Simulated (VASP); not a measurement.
The system is TaAs3.

```
Ta As
1.0
     6.13390    0.00000    0.00000
    -3.06695    5.31211    0.00000
     0.00000    0.00000    4.92340
Ta As
2 6
Direct
  0.33333 0.66667 0.25000
  0.66667 0.33333 0.75000
  0.83300 0.66600 0.25000
  0.16700 0.83300 0.75000
  0.33400 0.16700 0.25000
  0.16700 0.33400 0.75000
  0.83300 0.16700 0.25000
  0.66600 0.83300 0.75000
```

```yaml
Program: VASP 6.6.1
Task: relaxation of cell and atoms
Functional: PBE
Potentials_or_basis: VASP PAW PBE potentials, release 64 (Ta_pv, As)
Cutoff: 600 eV
k_mesh: 3 × 3 × 4
Occupations: gaussian, width 0.1 eV
Spin: no spin polarisation
```

At the start: pressure -9.1 GPa; volume 20.05 Å³/atom.

Q: Where does the relaxation end?

A: Over 12 steps the energy falls by 186.2 meV/atom and the volume is 18.95 Å³/atom (-5.5 %); space group P6_3/mmc (No. 194, to 0.1 Å) before and after.

The path:
```csv
step,energy change (eV),largest force (eV/Å),pressure (GPa),volume (Å³)
1,0.0000,1.4212,-9.09,160.42
2,-0.6741,0.7970,9.80,135.44
3,-0.8177,1.0878,2.80,142.02
4,-1.1711,0.7346,2.54,143.64
5,-1.2596,1.0525,5.31,147.35
6,-1.3953,0.1341,3.20,145.39
7,-1.4061,0.1588,3.63,145.93
8,-1.4212,0.2201,-3.69,157.43
9,-1.4782,0.0343,-0.50,151.83
10,-1.4889,0.0410,0.09,151.49
11,-1.4891,0.0401,0.03,151.53
12,-1.4894,0.0132,0.08,151.59
```

Final structure:
```yaml
crystal:
  lattice:
    - [6.07342, 0.00000, 0.00000]
    - [-3.03671, 5.25974, 0.00000]
    - [0.00000, 0.00000, 4.74529]
  atoms:
    - { symbol: Ta, position: [0.33333, 0.66667, 0.25000] }
    - { symbol: Ta, position: [0.66667, 0.33333, 0.75000] }
    - { symbol: As, position: [0.81238, 0.62476, 0.25000] }
    - { symbol: As, position: [0.18762, 0.81238, 0.75000] }
    - { symbol: As, position: [0.37524, 0.18762, 0.25000] }
    - { symbol: As, position: [0.18762, 0.37524, 0.75000] }
    - { symbol: As, position: [0.81238, 0.18762, 0.25000] }
    - { symbol: As, position: [0.62476, 0.81238, 0.75000] }
```

Caveat: the k points lie up to 0.40 Å⁻¹ apart in the final cell, too coarse for converged energies and pressures of a metal.
